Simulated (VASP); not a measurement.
GaN, 14 atoms in the cell. The cell holds an amorphous packing of atoms, 14 atoms: a = 5.476 Å, b = 5.747 Å, c = 5.589 Å, α = 90.20°, β = 95.41°, γ = 92.01°. 

- Program: VASP 6.6.1
- Task: single point
- Functional: PBE
- Potentials or basis: VASP PAW PBE potentials, release 64 (Ga_d, N)
- Cutoff: 520 eV
- k mesh: 1 × 1 × 1, shifted
- Occupations: fermi-dirac, width 0.05 eV
- Spin: no spin polarisation
- Dipole correction: no
- Further INCAR settings: ALGO = Normal; EDIFF = 1e-06; NBANDS = 76; ISYM = 0

Potentials or basis: VASP PAW PBE potentials, release 64 (Ga_d, N).

Command:

```sh
$ cat potpaw_PBE.64/Ga_d/POTCAR potpaw_PBE.64/N/POTCAR > POTCAR
$ mpirun -np 1 vasp_std > vasp.out
```

Hardware: 1 thread of Intel(R) Xeon(R) 6975P-C (Granite Rapids), with other jobs on the host.

Question: Estimate the wall time of this run.

Answer: Run time: 22 s on 1 thread of Intel(R) Xeon(R) 6975P-C (Granite Rapids) (shared host), peak memory 0.25 GiB. Counts: scf iterations 18, k points 1.
